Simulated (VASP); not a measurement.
# Ga in VASP: settings compared, part 2 of 2

VASP 6.6.1. The steps go on from the part before.

## 4. Single point, r2SCAN

This run uses another cell than the first one, of 18.68 Å³/atom.

POSCAR

```
Ga
1.0
    1.4500000000     -4.0650000000      0.0000000000
    1.4500000000      4.0650000000      0.0000000000
    0.0000000000      0.0000000000      3.1700000000
Ga
2
Direct
    0.1330000000      0.8670000000      0.7500000000
    0.8670000000      0.1330000000      0.2500000000
```

INCAR.step1

```
PREC     = Accurate       # precision mode
ENCUT    = 520            # plane-wave cutoff, eV
ISMEAR   = 0              # smearing method
SIGMA    = 0.05           # smearing width, eV
LREAL    = False          # projectors in reciprocal space
LASPH    = True           # aspherical terms in the spheres
NELM     = 60             # most SCF steps
NBANDS   = 20             # bands
GGA      = PE             # functional
ALGO     = Normal         # electronic algorithm
EDIFF    = 1E-4           # SCF threshold, eV
LWAVE    = True           # write WAVECAR
LCHARG   = False          # write CHGCAR
```

INCAR.step2

```
PREC     = Accurate       # precision mode
ENCUT    = 520            # plane-wave cutoff, eV
EDIFF    = 1E-7           # SCF threshold, eV
ISMEAR   = 0              # smearing method
SIGMA    = 0.05           # smearing width, eV
LREAL    = False          # projectors in reciprocal space
LASPH    = True           # aspherical terms in the spheres
NELM     = 60             # most SCF steps
ALGO     = Normal         # electronic algorithm
ISIF     = 2              # what is computed and relaxed
LWAVE    = False          # write WAVECAR
LCHARG   = False          # write CHGCAR
METAGGA  = R2SCAN         # meta-GGA
LMIXTAU  = True         
NBANDS   = 20             # bands
ISTART   = 1
```

KPOINTS

```
Automatic mesh
0
Gamma
  8 8 7
```

Potentials or basis: VASP PAW PBE potentials, release 64 (Ga_d).

Started as:

```bash
$ cat potpaw_PBE.64/Ga_d/POTCAR > POTCAR
$ cp INCAR.step1 INCAR
$ mpirun -np 1 vasp_std > vasp.out
$ cp INCAR.step2 INCAR
$ mpirun -np 1 vasp_std > vasp.out
```

OUTCAR:

```text
PREC = Accurate
   ENCUT = 520
   EDIFF = 1E-7
   ISMEAR = 0
   LREAL = False
   LASPH = True
   NELM = 60
   ISIF = 2
   METAGGA = R2SCAN
   ISTART = 1

 ion  position               nearest neighbor table
   1  0.133  0.867  0.750-   2 2.68   2 2.68   2 2.87   2 2.87   2 2.87   2 2.87
   2  0.867  0.133  0.250-   1 2.68   1 2.68   1 2.87   1 2.87   1 2.87   1 2.87

  LATTYP: Found a base centered orthorhombic cell.
 ALAT       =     2.9000000000
 B/A-ratio  =     2.8034482759
 C/A-ratio  =     1.0931034483

  Lattice vectors:

 A1 = (   1.4500000000,  -4.0650000000,   0.0000000000)
 A2 = (   1.4500000000,   4.0650000000,   0.0000000000)
 A3 = (   0.0000000000,   0.0000000000,   3.1700000000)

Analysis of symmetry for initial positions (statically):
=====================================================================
 Subroutine PRICEL returns:
 Original cell was already a primitive cell.

 Routine SETGRP: Setting up the symmetry group for a
 base centered orthorhombic supercell.

 Subroutine GETGRP returns: Found  8 space group operations
 (whereof  4 operations were pure point group operations)
 out of a pool of  8 trial point group operations.

The static configuration has the point symmetry C_2h.
 The point group associated with its full space group is D_2h.

Analysis of symmetry for dynamics (positions and initial velocities):
=====================================================================
 Subroutine PRICEL returns:
 Original cell was already a primitive cell.

 Routine SETGRP: Setting up the symmetry group for a
 base centered orthorhombic supercell.

 Subroutine GETGRP returns: Found  8 space group operations
 (whereof  4 operations were pure point group operations)
 out of a pool of  8 trial point group operations.

The dynamic configuration has the point symmetry C_2h.
[... 107 lines left out ...]
   ISYM   =      2    0-nonsym 1-usesym 2-fastsym
   POTIM  = 0.5000    time-step for ionic-motion
   TEBEG  =    0.0;   TEEND  =   0.0 temperature during run
   PSTRESS=    0.0 pullay stress
   NELECT =      26.0000    total number of electrons
   NUPDOWN=      -1.0000    fix difference up-down
   EMIN   =  10.00;   EMAX   =-10.00  energy-range for DOS
   EFERMI =   0.00;   METHOD = LEGACY
   ISMEAR =     0;   SIGMA  =   0.05  broadening in eV -4-tet -1-fermi 0-gaus
   EFERMI_NEDOS =   21; number of points for ismear=-14 and -15
   IALGO  =     38    algorithm
   IMIX   =      4    mixing-type and parameters
     AMIX     =   0.40;   BMIX     =  1.00
     AMIX_MAG =   1.60;   BMIX_MAG =  1.00
  volume/ion in A,a.u.               =      18.68       126.09
  Fermi-wavevector in a.u.,A,eV,Ry     =   1.450641  2.741314 28.631555  2.104360
  Thomas-Fermi vector in A             =   2.568230
   LORBIT       =      0    0 simple, 1 ext, 2 COOP (PROOUT), +10 PAW based schemes
   METAGGA = R2SCAN    functional components
   LHFCALC =     F    Hartree Fock is set to
   AEXX    =    0.0000 exact exchange contribution
   IVDW    =     0    specifies the selected vdW correction
   LEPSILON=     F    determine dielectric tensor
   LRPA    =     F    only Hartree local field effects (RPA)
 non-spin polarized calculation
 Gauss-broadening in eV      SIGMA  =   0.05
  energy-cutoff  :      520.00
  volume of cell :       37.37
 maximum number of plane-waves:      1030
   NGX = 17   NGY = 17   NGZ = 11

 number of electron      26.0000003 magnetization

 Free energy of the ion-electron system (eV)
  ---------------------------------------------------
  ext. energy  EPLUGINS =         0.00000000
  ---------------------------------------------------
  free energy    TOTEN  =       -22.67509932 eV

  energy without entropy =      -22.67409761  energy(sigma->0) =      -22.67459846

 E-fermi :   5.6612     XC(G=0): -12.1151

 val. band max:        5.5251272844   @ k =   0.5000   0.2500   0.1429
 cond. band min:       5.6742717074   @ k =  -0.3750   0.1250   0.0000
 fundamental gap:      0.1491444230
 Fermi energy:         5.6611867587

 k-point     1 :       0.0000    0.0000    0.0000
  band No.  band energies     occupation
      1     -10.1993      2.00000
      2     -10.1714      2.00000
      3     -10.0935      2.00000
      4     -10.0785      2.00000
      5      -9.8755      2.00000
      6      -9.8654      2.00000
[... 541 lines left out ...]
     19      17.9912      0.00000
     20      18.8774      0.00000

 [... further k-points ...]
[... 5 lines left out ...]
  --------------------------------------------------------------------------------------
  -------------------------------------------------------------------------------------
  Total       -0.4203936     -0.0854263     -0.5458728      0.0000000      0.0000000      0.0000000
  in kB      -18.0239060     -3.6625554    -23.4036856      0.0000000      0.0000000      0.0000000
  external PRESSURE =     -15.0300490 kB  Pullay stress =       0.0000000 kB

 VOLUME and BASIS-vectors are now :
 -----------------------------------------------------------------------------
  energy-cutoff  :      520.00
  volume of cell :       37.37
      direct lattice vectors                 reciprocal lattice vectors
     1.450000000 -4.065000000  0.000000000     0.344827586 -0.123001230  0.000000000
     1.450000000  4.065000000  0.000000000     0.344827586  0.123001230  0.000000000
     0.000000000  0.000000000  3.170000000     0.000000000  0.000000000  0.315457413

 POSITION                                       TOTAL-FORCE (eV/Angst)
 -----------------------------------------------------------------------------------
      1.45000      2.98371      2.37750         0.000000     -0.275047      0.000000
      1.45000     -2.98371      0.79250         0.000000      0.275047     -0.000000
 -----------------------------------------------------------------------------------
    total drift:                                0.000000      0.000000     -0.000000

  FREE ENERGIE OF THE ION-ELECTRON SYSTEM (eV)
  ---------------------------------------------------
  free  energy   TOTEN  =       -22.6750993175 eV

  energy  without entropy=      -22.6740976090  energy(sigma->0) =      -22.67459846
```

OUTCAR.step1:

```text
PREC = Accurate
   ENCUT = 520
   ISMEAR = 0
   LREAL = False
   LASPH = True
[... 777 lines left out ...]
      1.45000      2.98371      2.37750         0.000000     -0.236564      0.000000
      1.45000     -2.98371      0.79250         0.000000      0.236564     -0.000000
 -----------------------------------------------------------------------------------
    total drift:                                0.000000      0.000000     -0.000000

  FREE ENERGIE OF THE ION-ELECTRON SYSTEM (eV)
  ---------------------------------------------------
  free  energy   TOTEN  =        -5.7450868868 eV

  energy  without entropy=       -5.7438405006  energy(sigma->0) =       -5.74446369
```

Run time: 4.3 min. Hardware: 1 thread of Intel Xeon 8259CL, shared host; peak memory 0.2 GiB.

What came out:

```
Free energy            : -22.6751 eV
Pressure               : -1.5 GPa
Largest force          : 0.275 eV/Å
Band gap on the k mesh : zero (bands 13 and 14 overlap by 8.80 eV)
```

Forces on the atoms (eV/Å):
```
Ga   0.000 -0.275  0.000
Ga   0.000  0.275  0.000
```

Caveat: the PAW data sets were made with another functional, which shifts forces and pressure a little.

## 5. Single point, r2SCAN

This run uses another cell than the first one, of 18.68 Å³/atom.

POSCAR is that of step 4.

INCAR.step1

```
SYSTEM = Ga
ALGO = Normal ; EDIFF = 1E-4
ENCUT = 520 ; GGA = PE
ISMEAR = 0 ; LASPH = .TRUE.
LCHARG = .FALSE. ; LREAL = .FALSE.
LWAVE = .TRUE. ; NBANDS = 20
NELM = 80 ; PREC = Accurate
SIGMA = 0.05
```

INCAR.step2

```
SYSTEM = Ga
ALGO = Normal ; EDIFF = 1E-6
ENCUT = 520 ; ISIF = 2
ISMEAR = 0 ; ISTART = 1
LASPH = .TRUE. ; LCHARG = .FALSE.
LMIXTAU = .TRUE. ; LREAL = .FALSE.
LWAVE = .FALSE. ; METAGGA = R2SCAN
NBANDS = 20 ; NELM = 80
PREC = Accurate ; SIGMA = 0.05
```

KPOINTS

```
k-points
0
G
  8 8 7
  0 0 0
```

Started as:

```bash
$ cat potpaw_PBE.64/Ga_d/POTCAR > POTCAR
$ cp INCAR.step1 INCAR
$ mpirun -np 1 vasp_std > vasp.out
$ cp INCAR.step2 INCAR
$ mpirun -np 1 vasp_std > vasp.out
```

Wall time 4 min (1 thread of Intel Xeon 8259CL, shared host); peak memory 0.2 GiB.

The run converged. Its results:

- Free energy: -22.6751 eV
- Pressure: -1.5 GPa
- Largest force: 0.275 eV/Å
- Band gap on the k mesh: zero (bands 13 and 14 overlap by 8.80 eV)

Forces on the atoms (eV/Å):
```
Ga   0.000 -0.275  0.000
Ga   0.000  0.275  0.000
```

Stress tensor (GPa, compression positive):
```
-1.79  0.00  0.00
 0.00 -0.35  0.00
 0.00  0.00 -2.33
```

Levels at points of the mesh, in eV from the Fermi level:
```
           k point  band 10  band 11  band 12  band 13  band 14  band 15  band 16  band 17
(0.00, 0.00, 0.00)   -15.32   -11.93    -2.61    -1.61     2.91     6.89     8.16     9.10
(0.50, 0.00, 0.00)   -15.38    -7.15    -5.79    -2.06    -0.40     6.74     6.95     9.34
(0.50, 0.50, 0.00)   -15.38    -9.82    -9.10     5.26     5.99     6.05     7.42     7.49
```

Caveat: the PAW data sets were made with another functional, which shifts forces and pressure a little.

## 6. Single point, LDA

This run uses another cell than the first one, of 18.68 Å³/atom.

INCAR

```
PREC = Accurate ; ENCUT = 520
EDIFF = 1E-6 ; ISMEAR = 1
SIGMA = 0.05 ; LREAL = F
LASPH = T ; NELM = 80
ALGO = Normal ; ISIF = 2
LWAVE = F ; LCHARG = T
LELF = T ; LVHAR = T
NBANDS = 20
```

KPOINTS

```
regular mesh
0
Gamma
  7 7 6
```

POSCAR

```
Ga
1.0
    1.4500000000     -4.0650000000      0.0000000000
    1.4500000000      4.0650000000      0.0000000000
    0.0000000000      0.0000000000      3.1700000000
Ga
2
Direct
    0.1426510000      0.8836200000      0.7521610000
    0.8630400000      0.1461870000      0.2619770000
```

Potentials or basis: VASP PAW LDA potentials, release 64 (Ga_d).

Started as:

```bash
$ cat potpaw_LDA.64/Ga_d/POTCAR > POTCAR
$ mpirun -np 1 vasp_std > vasp.out
```

Run time: 92 s. Hardware: 1 thread of Intel Xeon 8259CL, shared host; peak memory 0.21 GiB.

Results (log left out):

```yaml
Free_energy: -7.0808 eV
Pressure: -3.2 GPa
Largest_force: 0.057 eV/Å
Band_gap_on_the_k_mesh: zero (bands 13 and 14 overlap by 8.40 eV)
```

Forces in eV/Å, atoms in the order of the input:
```
Ga   0.006  0.003  0.056
Ga  -0.006 -0.003 -0.056
```

Stress tensor (GPa, compression positive):
```
-2.31  0.26 -0.01
 0.26 -1.64  0.12
-0.01  0.12 -5.54
```

Levels at points of the mesh, in eV from the Fermi level:
```
           k point  band 10  band 11  band 12  band 13  band 14  band 15  band 16  band 17
(0.00, 0.00, 0.00)   -14.84   -11.34    -2.30    -1.73     2.76     6.55     7.54     8.75
(0.00, 0.00, 0.50)   -14.91    -7.59    -7.44     1.64     1.80     2.48     2.49    10.08
```

Caveat: the cell stands under tension.

## 7. Overview

```csv
level,potentials or basis,cell,k mesh,smearing,grid for exact exchange (PRECFOCK),share of exact exchange,gap on the mesh (eV),pressure (GPa),largest force (eV/Å)
B3LYP,"VASP PAW PBE potentials, release 64 (Ga_d)","a = 4.297, b = 4.297, c = 3.475 Å, angles 90.0, 90.0, 140.6°, 2 atoms, atomic positions A",5 × 5 × 4,fermi-dirac 0.05 eV,Normal,0.2,none,-0.1,-
LDA,"VASP PAW LDA potentials, release 64 (Ga_d)","a = 4.316, b = 4.316, c = 3.170 Å, angles 90.0, 90.0, 140.7°, 2 atoms, atomic positions B",13 × 13 × 12,methfessel-paxton 0.05 eV,-,-,none,-3.7,0.05
r2SCAN,"VASP PAW PBE potentials, release 64 (Ga_d)","a = 4.316, b = 4.316, c = 3.170 Å, angles 90.0, 90.0, 140.7°, 2 atoms, atomic positions C",8 × 8 × 7,gaussian 0.05 eV,-,-,none,-1.5,0.28
LDA,"VASP PAW LDA potentials, release 64 (Ga_d)","a = 4.316, b = 4.316, c = 3.170 Å, angles 90.0, 90.0, 140.7°, 2 atoms, atomic positions B",7 × 7 × 6,methfessel-paxton 0.05 eV,-,-,none,-3.2,0.06
```

Alike in all rows: task single point; no spin polarisation; cutoff (eV) 520.

Caveats: some runs use coarse meshes; the PAW data sets were made with another functional, which shifts forces and pressure a little (at least some runs); the cell stands under tension (at least some runs).

Absolute energies hang on the potentials; compare differences alone.
